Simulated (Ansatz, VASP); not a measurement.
# SnO2 in VASP and in Ansatz

The input INCAR:

```
PREC = Accurate ; ENCUT = 520
EDIFF = 1E-7 ; ISMEAR = -1
SIGMA = 0.05 ; LREAL = False
LASPH = True ; NELM = 100
ALGO = Normal ; ISIF = 2
LWAVE = False ; LCHARG = False
GGA = B5 ; ALDAX = 1.0
AGGAX = 1.0 ; AGGAC = 1.0
ALDAC = 0.0 ; NBANDS = 64
```

Contents of KPOINTS:

```
Automatic mesh
0
Gamma
  4 4 4
```

File POSCAR:

```
SnO2
1.0
    5.1752560000      0.0000000000      0.0000000000
    0.0000000000      5.1752560000      0.0000000000
    0.0000000000      0.0000000000      5.1752560000
Sn O
4 8
Direct
    0.0000000000      0.0000000000      0.0000000000
    0.5000000000      0.0000000000      0.5000000000
    0.5000000000      0.5000000000      0.0000000000
    0.0000000000      0.5000000000      0.5000000000
    0.6610980000      0.8389020000      0.1610980000
    0.8389020000      0.1610980000      0.6610980000
    0.1610980000      0.6610980000      0.8389020000
    0.3389020000      0.3389020000      0.3389020000
    0.6610980000      0.6610980000      0.6610980000
    0.8389020000      0.3389020000      0.1610980000
    0.1610980000      0.8389020000      0.3389020000
    0.3389020000      0.1610980000      0.8389020000
```

File input.yaml:

```yaml
crystal:
  lattice:
    - [5.175256, 0.0, 0.0]
    - [0.0, 5.175256, 0.0]
    - [0.0, 0.0, 5.175256]
  atoms:
    - { symbol: Sn, position: [0.0, 0.0, 0.0] }
    - { symbol: Sn, position: [0.5, 0.0, 0.5] }
    - { symbol: Sn, position: [0.5, 0.5, 0.0] }
    - { symbol: Sn, position: [0.0, 0.5, 0.5] }
    - { symbol: O, position: [0.661098, 0.838902, 0.161098] }
    - { symbol: O, position: [0.838902, 0.161098, 0.661098] }
    - { symbol: O, position: [0.161098, 0.661098, 0.838902] }
    - { symbol: O, position: [0.338902, 0.338902, 0.338902] }
    - { symbol: O, position: [0.661098, 0.661098, 0.661098] }
    - { symbol: O, position: [0.838902, 0.338902, 0.161098] }
    - { symbol: O, position: [0.161098, 0.838902, 0.338902] }
    - { symbol: O, position: [0.338902, 0.161098, 0.838902] }
hamiltonian:
  xc: blyp
  pseudopotentials: { kind: paw }
kpoints:
  mp_grid: { grid: [4, 4, 4] }
  band_path:
    path:
      - [[0.0, 0.0, 0.0], [0.0, 0.5, 0.0], [0.5, 0.5, 0.0], [0.0, 0.0, 0.0], [0.5, 0.5, 0.5], [0.0, 0.5, 0.0]]
      - [[0.5, 0.5, 0.0], [0.5, 0.5, 0.5]]
    npoints: 10
scf:
  occupations: { method: fermi_dirac, width: 0.05 }
  n_extra_bands: 30
output:
  forces: true
  stress: true
  eigenvalues: true
  fatbands: false
```

Alike in both runs: functional BLYP; k mesh 4 × 4 × 4; occupations fermi-dirac, width 0.05 eV; no spin polarisation.

|  | VASP | Ansatz |
| --- | --- | --- |
| version | VASP 6.6.1 | Ansatz 0.2.0 |
| potentials or method | VASP PAW PBE potentials, release 64 (Sn_d, O) | Ansatz PAW |
| plane-wave cutoff (eV) | 520 | 420 |
| valence electrons in the cell | 104 | 104 |
| task | single point | band structure |

|  | VASP | Ansatz | Ansatz less VASP |
| --- | --- | --- | --- |
| gap on the k mesh at the Fermi level (eV) | 0.62 | 0.59 | -0.032 |
| least direct gap on the mesh (eV) | 0.67 | 0.64 | -0.033 |
| pressure (GPa) | 6.2 | 5.4 | -0.83 |
| rms of the force components (eV/Å) | 0.018 | 0.018 | 0.0000 |

VASP's potentials were made for PBE, not for BLYP. Atom by atom the forces differ by 0.000 eV/Å (rms over components).

Noted on Ansatz's run: Pulay correction over one GPa.
